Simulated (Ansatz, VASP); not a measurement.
## Ba in VASP and in Ansatz

Contents of INCAR:

```
SYSTEM = Ba
PREC     = Accurate       ! precision mode
ENCUT    = 520            ! plane-wave cutoff, eV
EDIFF    = 1E-8           ! SCF threshold, eV
ISMEAR   = -1             ! smearing method
SIGMA    = 0.05           ! smearing width, eV
LREAL    = .False.        ! projectors in reciprocal space
LASPH    = .True.         ! aspherical terms in the spheres
NELM     = 60             ! most SCF steps
ALGO     = Normal         ! electronic algorithm
ISIF     = 2              ! what is computed and relaxed
LWAVE    = .False.        ! write WAVECAR
LCHARG   = .False.        ! write CHGCAR
GGA      = PS             ! functional
LEFG     = .True.       
NBANDS   = 11             ! bands
```

KPOINTS

```
Automatic mesh
0
Gamma
  10 10 10
  0 0 0
```

File POSCAR:

```
Ba
1.0
   -2.5000000000      2.5000000000      2.5000000000
    2.5000000000     -2.5000000000      2.5000000000
    2.5000000000      2.5000000000     -2.5000000000
Ba
1
Direct
    0.0000000000      0.0000000000      0.0000000000
```

Input for Ansatz:

```yaml
crystal:
  lattice:
    - [-2.5, 2.5, 2.5]
    - [2.5, -2.5, 2.5]
    - [2.5, 2.5, -2.5]
  atoms:
    - { symbol: Ba, position: [0.0, 0.0, 0.0] }
kpoints:
  mp_grid: { grid: [10, 10, 10] }
  band_path:
    path:
      - [0.0, 0.0, 0.0]
      - [0.5, -0.5, 0.5]
      - [0.0, 0.0, 0.5]
      - [0.0, 0.0, 0.0]
      - [0.25, 0.25, 0.25]
      - [0.5, -0.5, 0.5]
      - [0.25, 0.25, 0.25]
      - [0.0, 0.0, 0.5]
    npoints: 8
scf:
  occupations: { method: fermi_dirac, width: 0.05 }
hamiltonian:
  xc: pbesol
  pseudopotentials: { kind: all_electron, datasets: crystal }
output:
  forces: true
  stress: true
  eigenvalues: true
  efg: { contact_densities: true }
```

Alike in both runs: task electric field gradients; functional PBEsol; k mesh 10 × 10 × 10; occupations fermi-dirac, width 0.05 eV; no spin polarisation.

|  | VASP | Ansatz |
| --- | --- | --- |
| version | VASP 6.6.1 | Ansatz 0.2.0 |
| potentials or method | VASP PAW PBE potentials, release 64 (Ba_sv), cutoff 520 eV | all-electron PAW with datasets made for the crystal, scalar-relativistic |

```tsv
	VASP	Ansatz	Ansatz less VASP
pressure (GPa)	-0.5	-0.6	-0.06
```

VASP's potentials were made for PBE, not for PBEsol. Ansatz ran all-electron here, and VASP with PAW potentials.

Spin-orbit coupling is off throughout.
